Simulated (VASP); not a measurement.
A run of VASP 6.6.1:

File INCAR:

```
SYSTEM = Al
PREC = Accurate
ENCUT = 520
EDIFF = 1E-6
ISMEAR = 0
SIGMA = 0.1
LREAL = .False.
LASPH = .True.
NELM = 60
ALGO = Normal
ISIF = 2
LWAVE = .False.
LCHARG = .False.
GGA = PS
IVDW = 12
NBANDS = 10
```

File KPOINTS:

```
regular mesh
0
Gamma
  18 18 10
  0 0 0
```

Contents of POSCAR:

```
Al
1.0
    2.4391285002      0.0000000000      0.0000000000
   -1.2195642501      2.1123472443      0.0000000000
    0.0000000000      0.0000000000      3.9712177819
Al
2
Direct
    0.6666666667      0.3333333333      0.7500000000
    0.3333333333      0.6666666667      0.2500000000
```

Potentials or basis: VASP PAW PBE potentials, release 64 (Al).

The run is started by

```bash
$ cat potpaw_PBE.64/Al/POTCAR > POTCAR
$ mpirun -np 1 vasp_std > vasp.out
```

Hardware: 1 thread of Intel(R) Xeon(R) 6975P-C (Granite Rapids), on a shared host.

**Question.** Estimate the wall time of this run.

**Answer.** It took 11 s on 1 thread of Intel(R) Xeon(R) 6975P-C (Granite Rapids), with other jobs on the host, peak memory 0.16 GiB. Counts: scf iterations 10, k points 222.
